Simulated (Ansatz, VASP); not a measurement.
# Two plane-wave programs on ZnCu

```
Zn Cu
1.0
     2.96292    0.00000    0.00000
     0.00000    2.96292    0.00000
     0.00000    0.00000    2.96292
Zn Cu
1 1
Direct
  0.50000 0.50000 0.50000
  0.00000 0.00000 0.00000
```

Alike in both runs: task single point; functional PBE; k mesh 12 × 12 × 12; occupations gaussian, width 0.05 eV; no spin polarisation.

|  | VASP | Ansatz |
| --- | --- | --- |
| version | VASP 6.6.1 | Ansatz 0.2.0 |
| potentials or method | VASP PAW PBE potentials, release 64 (Zn, Cu), cutoff 520 eV | scalar-relativistic, plane waves, PAW |
| valence electrons in the cell | 23 | 31 |

VASP gave:

```
gap on the k mesh at the Fermi level (eV) : none
pressure (GPa)                            : 1.1
```

**Question.** Estimate Ansatz's values.

**Answer.** gap on the k mesh at the Fermi level (eV): none; pressure (GPa): 0.3.

A gap of «none» marks a metal or a gap that the smearing closes. VASP's potentials hold 23 valence electrons a cell and Ansatz's 31, so a difference there can come from the potentials and not from the codes.
